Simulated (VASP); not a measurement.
Set up this calculation in VASP 6.6.1, as the native input.

* Task: single point
* Functional: PBE
* Potentials or basis: VASP PAW PBE potentials, release 64 (Mn_pv, S)
* Cutoff: 520 eV
* k mesh: 7 × 7 × 4
* Occupations: fermi-dirac, width 0.05 eV
* Spin: collinear spin, ferromagnetic start
* Starting moments: [4.5, 4.5, 0.0, 0.0] μB
* Hubbard terms: Mn d U = 3.9 eV
* Dipole correction: no
* Further INCAR settings: ALGO = Normal; EDIFF = 1e-06; NBANDS = 31

The structure of MnS lies in POSCAR:

```
MnS
1.0
    3.9960010800      0.0000000000      0.0000000000
   -1.9980005400      3.4606384500      0.0000000000
    0.0000000000      0.0000000000      6.4460000000
Mn S
2 2
Direct
    0.3333333300      0.6666666700      0.0000000000
    0.6666666700      0.3333333300      0.5000000000
    0.3333333300      0.6666666700      0.3750000000
    0.6666666700      0.3333333300      0.8750000000
```

One way to write it, as run:

INCAR

```
PREC = Accurate ; ENCUT = 520
EDIFF = 1E-6 ; ISMEAR = -1
SIGMA = 0.05 ; LREAL = False
LASPH = True ; NELM = 150
ALGO = Normal ; ISIF = 2
LWAVE = False ; LCHARG = False
ISPIN = 2 ; MAGMOM = 4.5 4.5 0 0
LORBIT = 11 ; LMAXMIX = 4
LDAU = True ; LDAUTYPE = 2
LDAUL = 2 -1 ; LDAUU = 3.9 0
LDAUJ = 0 0 ; LDAUPRINT = 1
GGA = PE ; NBANDS = 31
```

KPOINTS

```
Automatic mesh
0
Gamma
  7 7 4
```

Potentials or basis: VASP PAW PBE potentials, release 64 (Mn_pv, S).

Launch:

```sh
$ cat potpaw_PBE.64/Mn_pv/POTCAR potpaw_PBE.64/S/POTCAR > POTCAR
$ mpirun -np 1 vasp_std > vasp.out
```

It gave:

The pressure is 4.1 GPa and the largest force is 0.160 eV/Å. The band gap on the k mesh is 1.44 eV, the net moment is 10.00 μB per cell and the site moments are Mn +4.58; S +0.03 μB. The valence electrons inside the program's atomic spheres are Mn 11.35; S 3.80.

Caveat: the cell stands under pressure; the run started ferromagnetic, and an antiferromagnetic order may lie lower in energy.

Run time: 71 s on 1 thread of Intel(R) Xeon(R) 6975P-C (Granite Rapids), with other jobs on the host, peak memory 0.28 GiB.
